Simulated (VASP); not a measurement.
# CdP (P-6m2) in VASP: notebook

Runs on CdP. Level: PBE. Tasks: single point, relaxation of cell and atoms.

All numbers are computed with VASP 6.6.1; they aren't measurements. Logs are shortened: lines on timing, memory, paths and dates and some standing lists are left out, and cuts for length are marked.

## 1. The cell of the first run

It takes space group P-6m2 (No. 187, hexagonal). The conventional cell has a = 3.027 Å, b = 3.027 Å, c = 4.865 Å, α = 90.00°, β = 90.00°, γ = 120.00°. Within 3.9 Å of Cd (site symmetry -6m2) lie 6 P at 3.00 Å and 6 Cd at 3.03 Å. Within 3.9 Å of P (site symmetry -6m2) lie 6 Cd at 3.00 Å and 6 P at 3.03 Å.

## 2. Single point, PBE

The input, INCAR:

```
  PREC = Accurate
  ENCUT = 520
  EDIFF = 1E-7
  ISMEAR = 0
  SIGMA = 0.1
  LREAL = F
  LASPH = T
  NELM = 60
  ALGO = Normal
  ISIF = 2
  LWAVE = F
  LCHARG = F
  GGA = PE
  NBANDS = 16
```

The input, KPOINTS:

```
regular mesh
0
Gamma
  6 6 4
```

The input, POSCAR:

```
CdP
1.0
    3.0266388039      0.0000000000      0.0000000000
   -1.5133194019      2.6211460922      0.0000000000
    0.0000000000      0.0000000000      4.8652456503
Cd P
1 1
Direct
    0.6666666667      0.3333333333      0.0000000000
    0.0000000000      0.0000000000      0.5000000000
```

Potentials or basis: VASP PAW PBE potentials, release 64 (Cd, P).

On the command line:

```bash
$ cat potpaw_PBE.64/Cd/POTCAR potpaw_PBE.64/P/POTCAR > POTCAR
$ mpirun -np 1 vasp_std > vasp.out
```

OUTCAR:

```text
PREC = Accurate
   ENCUT = 520
   EDIFF = 1E-7
   ISMEAR = 0
   LREAL = F
   LASPH = T
   NELM = 60
   ISIF = 2
   GGA = PE

 ion  position               nearest neighbor table
   1  0.667  0.333  0.000-   2 3.00   2 3.00   2 3.00   2 3.00   2 3.00   2 3.00
   2  0.000  0.000  0.500-   1 3.00   1 3.00   1 3.00   1 3.00   1 3.00   1 3.00

  LATTYP: Found a hexagonal cell.
 ALAT       =     3.0266388039
 C/A-ratio  =     1.6074748146

  Lattice vectors:

 A1 = (   3.0266388039,   0.0000000000,   0.0000000000)
 A2 = (  -1.5133194019,   2.6211460922,   0.0000000000)
 A3 = (   0.0000000000,   0.0000000000,   4.8652456503)

Analysis of symmetry for initial positions (statically):
=====================================================================
 Subroutine PRICEL returns:
 Original cell was already a primitive cell.

 Routine SETGRP: Setting up the symmetry group for a
 hexagonal supercell.

 Subroutine GETGRP returns: Found 12 space group operations
 (whereof 12 operations were pure point group operations)
 out of a pool of 24 trial point group operations.

The static configuration has the point symmetry D_3h.

Analysis of symmetry for dynamics (positions and initial velocities):
=====================================================================
 Subroutine PRICEL returns:
 Original cell was already a primitive cell.

 Routine SETGRP: Setting up the symmetry group for a
 hexagonal supercell.

 Subroutine GETGRP returns: Found 12 space group operations
 (whereof 12 operations were pure point group operations)
 out of a pool of 24 trial point group operations.

The dynamic configuration has the point symmetry D_3h.

 Subroutine INISYM returns: Found 12 space group operations
 (whereof 12 operations are pure point group operations),
 and found     1 'primitive' translations

----------------------------------------------------------------------------------------

                                     Primitive cell

  volume of cell :      38.5973

  direct lattice vectors                    reciprocal lattice vectors
     3.026638804  0.000000000  0.000000000     0.330399517  0.190756250  0.000000000
    -1.513319402  2.621146092  0.000000000     0.000000000  0.381512501  0.000000000
     0.000000000  0.000000000  4.865245650     0.000000000  0.000000000  0.205539467

  length of vectors
     3.026638804  3.026638804  4.865245650     0.381512501  0.381512501  0.205539467

  position of ions in fractional coordinates (direct lattice)
     0.666666667  0.333333333  0.000000000
     0.000000000  0.000000000  0.500000000

  ion indices of the primitive-cell ions
   primitive index   ion index
                 1           1
                 2           2

----------------------------------------------------------------------------------------

 KPOINTS: regular mesh

Automatic generation of k-mesh.
 Grid dimensions read from file:
 generate k-points for:    6    6    4

 Generating k-lattice:

  Cartesian coordinates                     Fractional coordinates (reciprocal lattice)
     0.055066586  0.031792708  0.000000000     0.166666667 -0.000000000  0.000000000
     0.000000000  0.063585417  0.000000000     0.000000000  0.166666667  0.000000000
     0.000000000  0.000000000  0.051384867     0.000000000  0.000000000  0.250000000

  Length of vectors
     0.063585417  0.063585417  0.051384867

  Shift w.r.t. Gamma in fractional coordinates (k-lattice)
     0.000000000  0.000000000  0.000000000

 Subroutine IBZKPT returns following result:
 ===========================================

 Found     21 irreducible k-points:

 Following reciprocal coordinates:
            Coordinates               Weight
  0.000000  0.000000  0.000000      1.000000
  0.166667  0.000000  0.000000      6.000000
  0.333333 -0.000000  0.000000      6.000000
  0.500000 -0.000000  0.000000      3.000000
  0.166667  0.166667  0.000000      6.000000
  0.333333  0.166667  0.000000     12.000000
[... 13 lines left out ...]
  0.333333  0.166667  0.500000     12.000000
  0.333333  0.333333  0.500000      2.000000
   k-points           NKPTS =     21   k-points in BZ     NKDIM =     21   number of bands    NBANDS=     16
   number of dos      NEDOS =    301   number of ions     NIONS =      2
   total plane-waves  NPLWV =  20736
   dimension x,y,z NGX =    24 NGY =   24 NGZ =   36
   dimension x,y,z NGXF=    48 NGYF=   48 NGZF=   72
   ions per type =               1   1
   NGX,Y,Z   is equivalent  to a cutoff of  13.18, 13.18, 12.30 a.u.
   NGXF,Y,Z  is equivalent  to a cutoff of  26.37, 26.37, 24.60 a.u.
 SYSTEM =  unknown system
   PREC   = accura    normal or accurate (medium, high low for compatibility)
   ISTART =      0    job   : 0-new  1-cont  2-samecut
   ICHARG =      2    charge: 1-file 2-atom 10-const
   ISPIN  =      1    spin polarized calculation?
   LNONCOLLINEAR =      F non collinear calculations
   LSORBIT =      F    spin-orbit coupling
   LASPH  =      T    aspherical Exc in radial PAW
   ENCUT  =  520.0 eV  38.22 Ry    6.18 a.u.   5.63  5.63  9.05*2*pi/ulx,y,z
   NELM   =     60;   NELMIN=  2; NELMDL= -5     # of ELM steps
   EDIFF  = 0.1E-06   stopping-criterion for ELM
   LREAL  =      F    real-space projection
   EDIFFG = 0.1E-05   stopping-criterion for IOM
   NSW    =      0    number of steps for IOM
   IBRION =     -1    ionic relax: 0-MD 1-quasi-New 2-CG
   NFREE  =      0    steps in history (QN), initial steepest desc. (CG)
   ISIF   =      2    stress and relaxation
   ISYM   =      2    0-nonsym 1-usesym 2-fastsym
   POTIM  = 0.5000    time-step for ionic-motion
   TEBEG  =    0.0;   TEEND  =   0.0 temperature during run
   PSTRESS=    0.0 pullay stress
   NELECT =      17.0000    total number of electrons
   NUPDOWN=      -1.0000    fix difference up-down
   EMIN   =  10.00;   EMAX   =-10.00  energy-range for DOS
   EFERMI =   0.00;   METHOD = LEGACY
   ISMEAR =     0;   SIGMA  =   0.10  broadening in eV -4-tet -1-fermi 0-gaus
   EFERMI_NEDOS =   21; number of points for ismear=-14 and -15
   IALGO  =     38    algorithm
   IMIX   =      4    mixing-type and parameters
     AMIX     =   0.40;   BMIX     =  1.00
     AMIX_MAG =   1.60;   BMIX_MAG =  1.00
  volume/ion in A,a.u.               =      19.30       130.23
  Fermi-wavevector in a.u.,A,eV,Ry     =   1.245582  2.353808 21.109087  1.551474
  Thomas-Fermi vector in A             =   2.379798
   LORBIT       =      0    0 simple, 1 ext, 2 COOP (PROOUT), +10 PAW based schemes
   GGA     = PE    functional components
   LHFCALC =     F    Hartree Fock is set to
   AEXX    =    0.0000 exact exchange contribution
   IVDW    =     0    specifies the selected vdW correction
   LEPSILON=     F    determine dielectric tensor
   LRPA    =     F    only Hartree local field effects (RPA)
 non-spin polarized calculation
 Gauss-broadening in eV      SIGMA  =   0.10
  energy-cutoff  :      520.00
  volume of cell :       38.60
 maximum number of plane-waves:      1087
 NGX is ok and might be reduce to    24
   NGX = 11   NGY = 11   NGZ = 19

 number of electron      16.9999997 magnetization

 Free energy of the ion-electron system (eV)
  ---------------------------------------------------
  ext. energy  EPLUGINS =         0.00000000
  ---------------------------------------------------
  free energy    TOTEN  =        -5.08295200 eV

  energy without entropy =       -5.07605869  energy(sigma->0) =       -5.07950535

 E-fermi :   4.9125     XC(G=0): -10.9289

 val. band max:        4.9008308284   @ k =   0.3333   0.3333   0.0000
 cond. band min:       4.9397354321   @ k =   0.3333   0.1667   0.0000
 fundamental gap:      0.0389046037
 Fermi energy:         4.9125127103

 k-point     1 :       0.0000    0.0000    0.0000
  band No.  band energies     occupation
      1      -7.7927      2.00000
      2      -4.7448      2.00000
      3      -4.3444      2.00000
      4      -4.3444      2.00000
      5      -3.6892      2.00000
      6      -3.6892      2.00000
[... 8 lines left out ...]
     15      19.3474      0.00000
     16      19.3474      0.00000

 k-point     2 :       0.1667    0.0000    0.0000
  band No.  band energies     occupation
      1      -7.2724      2.00000
      2      -4.6003      2.00000
      3      -4.3213      2.00000
      4      -4.1246      2.00000
      5      -3.9700      2.00000
      6      -3.7285      2.00000
[... 8 lines left out ...]
     15      18.4985      0.00000
     16      18.5863      0.00000

 k-point     3 :       0.3333   -0.0000    0.0000
  band No.  band energies     occupation
      1      -5.8747      2.00000
      2      -4.7936      2.00000
      3      -4.3927      2.00000
      4      -3.8063      2.00000
      5      -3.7831      2.00000
      6      -3.6539      2.00000
[... 8 lines left out ...]
     15      17.6777      0.00000
     16      18.0564      0.00000

 k-point     4 :       0.5000   -0.0000    0.0000
  band No.  band energies     occupation
      1      -5.1171      2.00000
      2      -4.5639      2.00000
      3      -4.4335      2.00000
      4      -3.8449      2.00000
      5      -3.5249      2.00000
      6      -3.4001      2.00000
[... 8 lines left out ...]
     15      17.3048      0.00000
     16      17.5604      0.00000
[... 267 lines left out ...]
 k-point    19 :       0.1667    0.1667    0.5000
  band No.  band energies     occupation
      1      -6.0949      2.00000
      2      -4.5381      2.00000
      3      -4.2949      2.00000
      4      -3.8674      2.00000
      5      -3.7896      2.00000
      6      -3.7249      2.00000
[... 8 lines left out ...]
     15      16.6687      0.00000
     16      19.2580      0.00000

 k-point    20 :       0.3333    0.1667    0.5000
  band No.  band energies     occupation
      1      -5.2480      2.00000
      2      -4.6881      2.00000
      3      -4.0407      2.00000
      4      -3.9033      2.00000
      5      -3.6518      2.00000
      6      -3.0618      2.00000
[... 8 lines left out ...]
     15      16.5274      0.00000
     16      17.0585      0.00000

 k-point    21 :       0.3333    0.3333    0.5000
  band No.  band energies     occupation
      1      -4.9217      2.00000
      2      -4.2945      2.00000
      3      -4.2308      2.00000
      4      -4.1464      2.00000
      5      -3.8046      2.00000
      6      -2.4116      2.00000
[... 8 lines left out ...]
     15      16.1085      0.00000
     16      17.3654      0.00000

------------------------ aborting loop because EDIFF is reached ----------------------------------------

  FORCE on cell =-STRESS in cart. coord.  units (eV):
  Direction    XX          YY          ZZ          XY          YZ          ZX
  --------------------------------------------------------------------------------------
  -------------------------------------------------------------------------------------
  Total        0.0242971      0.0242971      0.0760634      0.0000000      0.0000000      0.0000000
  in kB        1.0085738      1.0085738      3.1573994      0.0000000      0.0000000      0.0000000
  external PRESSURE =       1.7248490 kB  Pullay stress =       0.0000000 kB

 VOLUME and BASIS-vectors are now :
 -----------------------------------------------------------------------------
  energy-cutoff  :      520.00
  volume of cell :       38.60
      direct lattice vectors                 reciprocal lattice vectors
     3.026638804  0.000000000  0.000000000     0.330399517  0.190756250  0.000000000
    -1.513319402  2.621146092  0.000000000     0.000000000  0.381512501  0.000000000
     0.000000000  0.000000000  4.865245650     0.000000000  0.000000000  0.205539467

 POSITION                                       TOTAL-FORCE (eV/Angst)
 -----------------------------------------------------------------------------------
      1.51332      0.87372      0.00000        -0.000000      0.000000      0.000000
      0.00000      0.00000      2.43262         0.000000     -0.000000      0.000000
 -----------------------------------------------------------------------------------
    total drift:                               -0.000000      0.000000      0.000000

  FREE ENERGIE OF THE ION-ELECTRON SYSTEM (eV)
  ---------------------------------------------------
  free  energy   TOTEN  =        -5.0829520032 eV

  energy  without entropy=       -5.0760586886  energy(sigma->0) =       -5.07950535
```

Wall time 12 s (1 thread of Intel Xeon 6975P-C (Granite Rapids), shared host); peak memory 0.15 GiB.

What came out:

| Quantity | Value |
| --- | --- |
| Free energy | -5.0830 eV |
| Pressure | 0.2 GPa |
| Band gap on the k mesh | zero (an odd number of electrons rules out a gap without spin polarisation) |

Caveat: the k points lie up to 0.40 Å⁻¹ apart, too coarse for converged energies and pressures of a metal.

(Part 1 of 2 ends here.)

The gap in the log of VASP goes by the Fermi energy; the results here count the filled bands.